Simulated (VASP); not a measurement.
# Ta (P6_3/mmc) in VASP: a series of runs

Runs on Ta. Level: RPBE. Tasks: single point.

Program: VASP 6.6.1. These are calculated values, not measurements. Logs are shortened: lines on timing, memory, paths and dates and some standing lists are left out, and cuts for length are marked.

## Step 1: The cell of the first run

The structure is hexagonal, space group P6_3/mmc (No. 194). Conventional cell: a = 2.999 Å, b = 2.999 Å, c = 10.215 Å, α = 90.00°, β = 90.00°, γ = 120.00°. Ta (site symmetry -3m) has 12 Ta at 3.00 to 3.09 Å within 3.9 Å. Within 3.9 Å of Ta (site symmetry -6m2) lie 12 Ta at 3.00 to 3.09 Å.

This isn't the form of Ta at room conditions, which is bcc.

## Step 2: Single point, RPBE (19.89 Å³/atom)

Input file INCAR:

```
SYSTEM = Ta
ALGO = Normal ; EDIFF = 1E-6
ENCUT = 520 ; GGA = RP
ISIF = 2 ; ISMEAR = -1
LASPH = .True. ; LCHARG = .False.
LREAL = .False. ; LWAVE = .False.
NBANDS = 30 ; NELM = 100
PREC = Accurate ; SIGMA = 0.1
```

Input file KPOINTS:

```
k-points
0
Gamma
  14 14 4
  0 0 0
```

Input file POSCAR:

```
Ta
1.0
    2.9990801592      0.0000000000      0.0000000000
   -1.4995400796      2.5972796059      0.0000000000
    0.0000000000      0.0000000000     10.2150913586
Ta
4
Direct
    1.0000000000      1.0000000000      1.0000000000
    1.0000000000      1.0000000000      0.5000000000
    0.3333333333      0.6666666667      0.2500000000
    0.6666666667      0.3333333333      0.7500000000
```

Potentials or basis: VASP PAW PBE potentials, release 64 (Ta_pv).

The run is started by

```sh
$ cat potpaw_PBE.64/Ta_pv/POTCAR > POTCAR
$ mpirun -np 1 vasp_std > vasp.out
```

OUTCAR:

```text
SYSTEM = Ta
   EDIFF = 1E-6
   ENCUT = 520
   GGA = RP
   ISIF = 2
   ISMEAR = -1
   LASPH = .True.
   LREAL = .False.
   NELM = 100
   PREC = Accurate

 ion  position               nearest neighbor table
   1  0.000  0.000  0.000-   3 3.09   4 3.09   4 3.09   3 3.09   4 3.09   3 3.09
   2  0.000  0.000  0.500-   3 3.09   4 3.09   4 3.09   3 3.09   4 3.09   3 3.09
   3  0.333  0.667  0.250-   1 3.09   2 3.09   1 3.09   2 3.09   1 3.09   2 3.09
   4  0.667  0.333  0.750-   1 3.09   2 3.09   1 3.09   2 3.09   1 3.09   2 3.09

  LATTYP: Found a hexagonal cell.
 ALAT       =     2.9990801592
 C/A-ratio  =     3.4060748017

  Lattice vectors:

 A1 = (   2.9990801592,   0.0000000000,   0.0000000000)
 A2 = (  -1.4995400796,   2.5972796059,   0.0000000000)
 A3 = (   0.0000000000,   0.0000000000,  10.2150913586)

Analysis of symmetry for initial positions (statically):
=====================================================================
 Subroutine PRICEL returns:
 Original cell was already a primitive cell.

 Routine SETGRP: Setting up the symmetry group for a
 hexagonal supercell.

 Subroutine GETGRP returns: Found 24 space group operations
 (whereof 12 operations were pure point group operations)
 out of a pool of 24 trial point group operations.

The static configuration has the point symmetry D_3d.
 The point group associated with its full space group is D_6h.

Analysis of symmetry for dynamics (positions and initial velocities):
=====================================================================
 Subroutine PRICEL returns:
 Original cell was already a primitive cell.

 Routine SETGRP: Setting up the symmetry group for a
 hexagonal supercell.

 Subroutine GETGRP returns: Found 24 space group operations
 (whereof 12 operations were pure point group operations)
 out of a pool of 24 trial point group operations.

The dynamic configuration has the point symmetry D_3d.
 The point group associated with its full space group is D_6h.

 Subroutine INISYM returns: Found 24 space group operations
 (whereof 12 operations are pure point group operations),
 and found     1 'primitive' translations

----------------------------------------------------------------------------------------

                                     Primitive cell

  volume of cell :      79.5699

  direct lattice vectors                    reciprocal lattice vectors
     2.999080159  0.000000000  0.000000000     0.333435569  0.192509116  0.000000000
    -1.499540080  2.597279606  0.000000000     0.000000000  0.385018231  0.000000000
     0.000000000  0.000000000 10.215091359     0.000000000  0.000000000  0.097894377

  length of vectors
     2.999080159  2.999080159 10.215091359     0.385018231  0.385018231  0.097894377

  position of ions in fractional coordinates (direct lattice)
     0.000000000  0.000000000  0.000000000
     0.000000000  0.000000000  0.500000000
     0.333333333  0.666666667  0.250000000
     0.666666667  0.333333333  0.750000000

  ion indices of the primitive-cell ions
   primitive index   ion index
                 1           1
                 2           2
                 3           3
                 4           4

----------------------------------------------------------------------------------------

 KPOINTS: k-points

Automatic generation of k-mesh.
 Grid dimensions read from file:
 generate k-points for:   14   14    4

 Generating k-lattice:

  Cartesian coordinates                     Fractional coordinates (reciprocal lattice)
     0.023816826  0.013750651  0.000000000     0.071428571  0.000000000  0.000000000
     0.000000000  0.027501302  0.000000000     0.000000000  0.071428571  0.000000000
     0.000000000  0.000000000  0.024473594     0.000000000  0.000000000  0.250000000

  Length of vectors
     0.027501302  0.027501302  0.024473594

  Shift w.r.t. Gamma in fractional coordinates (k-lattice)
     0.000000000  0.000000000  0.000000000

 Subroutine IBZKPT returns following result:
 ===========================================

 Found     72 irreducible k-points:

 Following reciprocal coordinates:
            Coordinates               Weight
  0.000000  0.000000  0.000000      1.000000
  0.071429 -0.000000  0.000000      6.000000
  0.142857 -0.000000  0.000000      6.000000
  0.214286 -0.000000  0.000000      6.000000
  0.285714  0.000000  0.000000      6.000000
  0.357143 -0.000000  0.000000      6.000000
[... 16 lines left out ...]
  0.285714  0.285714  0.000000      6.000000
  0.357143  0.285714  0.000000      6.000000
 [... further k-points ...]
   k-points           NKPTS =     72   k-points in BZ     NKDIM =     72   number of bands    NBANDS=     30
   number of dos      NEDOS =    301   number of ions     NIONS =      4
   total plane-waves  NPLWV =  46080
   dimension x,y,z NGX =    24 NGY =   24 NGZ =   80
   dimension x,y,z NGXF=    48 NGYF=   48 NGZF=  160
   ions per type =               4
   NGX,Y,Z   is equivalent  to a cutoff of  13.30, 13.30, 13.02 a.u.
   NGXF,Y,Z  is equivalent  to a cutoff of  26.61, 26.61, 26.04 a.u.
 SYSTEM =  Ta
   PREC   = accura    normal or accurate (medium, high low for compatibility)
   ISTART =      0    job   : 0-new  1-cont  2-samecut
   ICHARG =      2    charge: 1-file 2-atom 10-const
   ISPIN  =      1    spin polarized calculation?
   LNONCOLLINEAR =      F non collinear calculations
   LSORBIT =      F    spin-orbit coupling
   LASPH  =      T    aspherical Exc in radial PAW
   ENCUT  =  520.0 eV  38.22 Ry    6.18 a.u.   5.58  5.58 18.99*2*pi/ulx,y,z
   NELM   =    100;   NELMIN=  2; NELMDL= -5     # of ELM steps
   EDIFF  = 0.1E-05   stopping-criterion for ELM
   LREAL  =      F    real-space projection
   EDIFFG = 0.1E-04   stopping-criterion for IOM
   NSW    =      0    number of steps for IOM
   IBRION =     -1    ionic relax: 0-MD 1-quasi-New 2-CG
   NFREE  =      0    steps in history (QN), initial steepest desc. (CG)
   ISIF   =      2    stress and relaxation
   ISYM   =      2    0-nonsym 1-usesym 2-fastsym
   POTIM  = 0.5000    time-step for ionic-motion
   TEBEG  =    0.0;   TEEND  =   0.0 temperature during run
   PSTRESS=    0.0 pullay stress
   NELECT =      44.0000    total number of electrons
   NUPDOWN=      -1.0000    fix difference up-down
   EMIN   =  10.00;   EMAX   =-10.00  energy-range for DOS
   EFERMI =   0.00;   METHOD = LEGACY
   ISMEAR =    -1;   SIGMA  =   0.10  broadening in eV -4-tet -1-fermi 0-gaus
   EFERMI_NEDOS =   21; number of points for ismear=-14 and -15
   IALGO  =     38    algorithm
   IMIX   =      4    mixing-type and parameters
     AMIX     =   0.40;   BMIX     =  1.00
     AMIX_MAG =   1.60;   BMIX_MAG =  1.00
  volume/ion in A,a.u.               =      19.89       134.24
  Fermi-wavevector in a.u.,A,eV,Ry     =   1.343722  2.539266 24.566522  1.805588
  Thomas-Fermi vector in A             =   2.471773
   LORBIT       =      0    0 simple, 1 ext, 2 COOP (PROOUT), +10 PAW based schemes
   GGA     = RP    functional components
   LHFCALC =     F    Hartree Fock is set to
   AEXX    =    0.0000 exact exchange contribution
   IVDW    =     0    specifies the selected vdW correction
   LEPSILON=     F    determine dielectric tensor
   LRPA    =     F    only Hartree local field effects (RPA)
 non-spin polarized calculation
  energy-cutoff  :      520.00
  volume of cell :       79.57
 maximum number of plane-waves:      2186
 NGX is ok and might be reduce to    24
   NGX = 11   NGY = 11   NGZ = 37

 number of electron      43.9999996 magnetization

 Free energy of the ion-electron system (eV)
  ---------------------------------------------------
  ext. energy  EPLUGINS =         0.00000000
  ---------------------------------------------------
  free energy    TOTEN  =       -44.30791486 eV

  energy without entropy =      -44.14851238  energy(sigma->0) =      -44.22821362

 E-fermi :   5.1992     XC(G=0): -12.0600

 val. band max:        5.1988142592   @ k =   0.0714  -0.0000   0.0000
 cond. band min:       5.2028545355   @ k =   0.3571   0.1429   0.0000
 fundamental gap:      0.0040402763
 Fermi energy:         5.1991848790

 k-point     1 :       0.0000    0.0000    0.0000
  band No.  band energies     occupation
      1     -29.4912      2.00000
      2     -29.1582      2.00000
      3     -29.0986      2.00000
      4     -28.7752      2.00000
      5     -28.7752      2.00000
      6     -28.7564      2.00000
[... 22 lines left out ...]
     29       7.9654      0.00000
     30       7.9654      0.00000

 k-point     2 :       0.0714   -0.0000    0.0000
  band No.  band energies     occupation
      1     -29.4780      2.00000
      2     -29.1575      2.00000
      3     -29.1000      2.00000
      4     -28.8123      2.00000
      5     -28.7868      2.00000
      6     -28.7854      2.00000
[... 22 lines left out ...]
     29       7.6710      0.00000
     30       7.7585      0.00000

 k-point     3 :       0.1429   -0.0000    0.0000
  band No.  band energies     occupation
      1     -29.4401      2.00000
      2     -29.1604      2.00000
      3     -29.1137      2.00000
      4     -28.9147      2.00000
      5     -28.8615      2.00000
      6     -28.8138      2.00000
[... 22 lines left out ...]
     29       7.0872      0.00000
     30       7.3632      0.00000

 k-point     4 :       0.2143   -0.0000    0.0000
  band No.  band energies     occupation
      1     -29.3826      2.00000
      2     -29.1875      2.00000
      3     -29.1723      2.00000
      4     -29.0571      2.00000
      5     -28.9548      2.00000
      6     -28.9276      2.00000
[... 616 lines left out ...]
     29       9.0227      0.00000
     30       9.7216      0.00000

 k-point    23 :       0.2857    0.2857    0.0000
  band No.  band energies     occupation
      1     -29.3979      2.00000
      2     -29.3600      2.00000
      3     -29.3584      2.00000
      4     -29.2440      2.00000
      5     -29.2153      2.00000
      6     -29.1968      2.00000
[... 22 lines left out ...]
     29       8.7091      0.00000
     30       9.9730      0.00000

 k-point    24 :       0.3571    0.2857    0.0000
  band No.  band energies     occupation
      1     -29.3724      2.00000
      2     -29.3600      2.00000
      3     -29.3125      2.00000
      4     -29.2743      2.00000
      5     -29.2612      2.00000
      6     -29.1942      2.00000
[... 22 lines left out ...]
     29       9.1851      0.00000
     30       9.6292      0.00000

 [... further k-points ...]

------------------------ aborting loop because EDIFF is reached ----------------------------------------

  FORCE on cell =-STRESS in cart. coord.  units (eV):
  Direction    XX          YY          ZZ          XY          YZ          ZX
  --------------------------------------------------------------------------------------
  -------------------------------------------------------------------------------------
  Total       -3.3134369     -3.3134369     -3.3582996      0.0000000      0.0000000      0.0000000
  in kB      -66.7175756    -66.7175756    -67.6209051      0.0000000      0.0000000      0.0000000
  external PRESSURE =     -67.0186855 kB  Pullay stress =       0.0000000 kB

 VOLUME and BASIS-vectors are now :
 -----------------------------------------------------------------------------
  energy-cutoff  :      520.00
  volume of cell :       79.57
      direct lattice vectors                 reciprocal lattice vectors
     2.999080159  0.000000000  0.000000000     0.333435569  0.192509116  0.000000000
    -1.499540080  2.597279606  0.000000000     0.000000000  0.385018231  0.000000000
     0.000000000  0.000000000 10.215091359     0.000000000  0.000000000  0.097894377

 POSITION                                       TOTAL-FORCE (eV/Angst)
 -----------------------------------------------------------------------------------
      0.00000      0.00000      0.00000        -0.000000      0.000000     -0.000000
      0.00000      0.00000      5.10755        -0.000000      0.000000     -0.000000
     -0.00000      1.73152      2.55377         0.000000     -0.000000     -0.000000
      1.49954      0.86576      7.66132         0.000000      0.000000      0.000000
 -----------------------------------------------------------------------------------
    total drift:                               -0.000000      0.000000     -0.000000

  FREE ENERGIE OF THE ION-ELECTRON SYSTEM (eV)
  ---------------------------------------------------
  free  energy   TOTEN  =       -44.3079148558 eV

  energy  without entropy=      -44.1485123833  energy(sigma->0) =      -44.22821362
```

It took 69 s on 1 thread of Intel Xeon 6975P-C (Granite Rapids), shared host; peak memory 0.27 GiB.

Results:

```
Free energy            : -44.3079 eV
Pressure               : -6.7 GPa
Band gap on the k mesh : zero (bands 22 and 23 overlap by 1.03 eV)
```

Caveat: the cell stands under tension; the PAW data sets were made with another functional, which shifts forces and pressure a little; spin-orbit coupling is left out, which moves the levels of the heavy elements.

## Step 3: Single point, RPBE (21.42 Å³/atom)

This run uses another cell than the first one, of 21.42 Å³/atom.

Input file INCAR:

```
ALGO = Normal ; EDIFF = 1E-6
ENCUT = 520 ; GGA = RP
ISIF = 2 ; ISMEAR = -1
LASPH = True ; LCHARG = False
LREAL = False ; LWAVE = False
NBANDS = 30 ; NELM = 80
PREC = Accurate ; SIGMA = 0.1
```

Input file KPOINTS:

```
k-points
0
Gamma
  14 14 4
```

Input file POSCAR:

```
Ta
1.0
    3.0740880416      0.0000000000      0.0000000000
   -1.5370440208      2.6622383375      0.0000000000
    0.0000000000      0.0000000000     10.4705738168
Ta
4
Direct
    1.0000000000      1.0000000000      1.0000000000
    1.0000000000      1.0000000000      0.5000000000
    0.3333333333      0.6666666667      0.2500000000
    0.6666666667      0.3333333333      0.7500000000
```

Potentials or basis: VASP PAW PBE potentials, release 64 (Ta_pv).

The run is started by

```sh
$ cat potpaw_PBE.64/Ta_pv/POTCAR > POTCAR
$ mpirun -np 1 vasp_std > vasp.out
```

OUTCAR:

```text
EDIFF = 1E-6
   ENCUT = 520
   GGA = RP
   ISIF = 2
   ISMEAR = -1
   LASPH = True
   LREAL = False
   NELM = 80
   PREC = Accurate

 ion  position               nearest neighbor table
   1  0.000  0.000  0.000-   3 3.16   4 3.16   4 3.16   3 3.16   4 3.16   3 3.16
   2  0.000  0.000  0.500-   3 3.16   4 3.16   4 3.16   3 3.16   4 3.16   3 3.16
   3  0.333  0.667  0.250-   1 3.16   2 3.16   1 3.16   2 3.16   1 3.16   2 3.16
   4  0.667  0.333  0.750-   1 3.16   2 3.16   1 3.16   2 3.16   1 3.16   2 3.16

[... 994 lines left out ...]
  Direction    XX          YY          ZZ          XY          YZ          ZX
  --------------------------------------------------------------------------------------
  -------------------------------------------------------------------------------------
  Total       -9.0023032     -9.0023032     -8.9127370     -0.0000000      0.0000000      0.0000000
  in kB     -168.3179758   -168.3179758   -166.6433384     -0.0000000      0.0000000      0.0000000
  external PRESSURE =    -167.7597633 kB  Pullay stress =       0.0000000 kB

 VOLUME and BASIS-vectors are now :
 -----------------------------------------------------------------------------
  energy-cutoff  :      520.00
  volume of cell :       85.69
      direct lattice vectors                 reciprocal lattice vectors
     3.074088042  0.000000000  0.000000000     0.325299727  0.187811885  0.000000000
    -1.537044021  2.662238337  0.000000000     0.000000000  0.375623770  0.000000000
     0.000000000  0.000000000 10.470573817     0.000000000  0.000000000  0.095505749

 POSITION                                       TOTAL-FORCE (eV/Angst)
 -----------------------------------------------------------------------------------
      0.00000      0.00000      0.00000         0.000000      0.000000      0.000000
      0.00000      0.00000      5.23529         0.000000      0.000000      0.000000
     -0.00000      1.77483      2.61764         0.000000     -0.000000     -0.000000
      1.53704      0.88741      7.85293        -0.000000      0.000000      0.000000
 -----------------------------------------------------------------------------------
    total drift:                               -0.000000      0.000000     -0.000000

  FREE ENERGIE OF THE ION-ELECTRON SYSTEM (eV)
  ---------------------------------------------------
  free  energy   TOTEN  =       -43.8491291560 eV

  energy  without entropy=      -43.6744878530  energy(sigma->0) =      -43.76180850
```

Wall time 81 s (1 thread of Intel Xeon 6975P-C (Granite Rapids), shared host); peak memory 0.27 GiB.

What came out:

| Item | Value |
| --- | --- |
| Free energy | -43.8491 eV |
| Pressure | -16.8 GPa |
| Band gap on the k mesh | zero (bands 22 and 23 overlap by 1.01 eV) |

Levels at points of the mesh, in eV from the Fermi level:
| k point | band 19 | band 20 | band 21 | band 22 | band 23 | band 24 | band 25 | band 26 |
| --- | --- | --- | --- | --- | --- | --- | --- | --- |
| (0.00, 0.00, 0.00) | -0.08 | 0.01 | 0.42 | 0.42 | 0.49 | 0.49 | 0.83 | 0.83 |
| (0.50, 0.00, 0.00) | -1.79 | -0.80 | -0.58 | 0.44 | 0.56 | 1.03 | 1.67 | 2.11 |
| (0.00, 0.00, 0.50) | -0.29 | -0.29 | 0.52 | 0.52 | 0.52 | 0.52 | 0.78 | 0.78 |
| (0.50, 0.00, 0.50) | -0.85 | -0.85 | 0.13 | 0.13 | 0.93 | 0.93 | 0.97 | 0.97 |

Caveat: the cell stands under tension; the PAW data sets were made with another functional, which shifts forces and pressure a little; spin-orbit coupling is left out, which moves the levels of the heavy elements.
